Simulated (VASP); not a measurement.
Wanted: the native input for a VASP 6.6.1 run.

```
Task                   : single point
Functional             : PBE
Potentials or basis    : VASP PAW PBE potentials, release 64 (Li_sv, C)
Cutoff                 : 520 eV
k mesh                 : 10 × 10 × 32
Occupations            : gaussian, width 0.1 eV
Spin                   : no spin polarisation
Dipole correction      : no
Further INCAR settings : ALGO = Normal; EDIFF = 1e-07; NBANDS = 12
```

The structure of LiC2 lies in POSCAR:

```
LiC2
1.0
    4.3500918584      0.0000000000      0.0000000000
    0.0000000000      4.3500918584      0.0000000000
    0.0000000000      0.0000000000      1.3729769097
Li C
1 2
Direct
    0.0000000000      0.0000000000      0.0000000000
    0.5000000000      0.0000000000      0.0000000000
    0.0000000000      0.5000000000      0.0000000000
```

These files were run (other wordings do the same):

INCAR

```
SYSTEM = LiC2
  PREC = Accurate
  ENCUT = 520
  EDIFF = 1E-7
  ISMEAR = 0
  SIGMA = 0.1
  LREAL = .False.
  LASPH = .True.
  NELM = 100
  ALGO = Normal
  ISIF = 2
  LWAVE = .False.
  LCHARG = .False.
  GGA = PE
  NBANDS = 12
```

KPOINTS

```
regular mesh
0
Gamma
  10 10 32
  0 0 0
```

Potentials or basis: VASP PAW PBE potentials, release 64 (Li_sv, C).

Command:

```bash
$ cat potpaw_PBE.64/Li_sv/POTCAR potpaw_PBE.64/C/POTCAR > POTCAR
$ mpirun -np 1 vasp_std > vasp.out
```

It took 28 s on 1 thread of AMD EPYC 9R45 96-Core Processor (Zen 5), with other jobs on the host, peak memory 0.17 GiB.
